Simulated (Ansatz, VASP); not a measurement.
CuO: VASP beside Ansatz

```xyz
2
Lattice="0.0000 2.3273 2.3273 2.3273 0.0000 2.3273 2.3273 2.3273 0.0000" Properties=species:S:1:pos:R:3 pbc="T T T"
Cu    0.0000    0.0000    0.0000
O     1.1636    1.1636    1.1636
```

Alike in both runs: task single point; functional r2SCAN; k mesh 7 × 7 × 7; occupations gaussian, width 0.05 eV; collinear spin; Hubbard terms Cu d U = 1.0 eV.

```csv
,VASP,Ansatz
version,VASP 6.6.1,Ansatz 0.2.0
potentials or method,"VASP PAW PBE potentials, release 64 (Cu, O), cutoff 660 eV","scalar-relativistic, plane waves, PAW"
valence electrons in the cell,17,25
```

|  | VASP | Ansatz | Ansatz less VASP |
| --- | --- | --- | --- |
| gap on the k mesh at the Fermi level (eV) | none | none | - |
| pressure (GPa) | -13.4 | -13.0 | +0.40 |
| net moment per atom (μB) | 0.50 | 0.50 | 0.000 |
| size of the moment on the site where the two differ most (μB) | 0.38 | 0.41 | +0.024 |

VASP's potentials were made for PBE, not for r2SCAN. Site moments also hang on the region over which each program counts them. The programs project onto different local orbitals, so the same U acts differently, and such runs can settle in different states. A gap of «none» marks a metal or a gap that the smearing closes. VASP's potentials hold 17 valence electrons a cell and Ansatz's 25, so a difference there can come from the potentials and not from the codes. Ansatz's warnings: filled band counts differ across k points, specified occupation not kept, stability check not made, symmetry narrowed by occupation matrices.
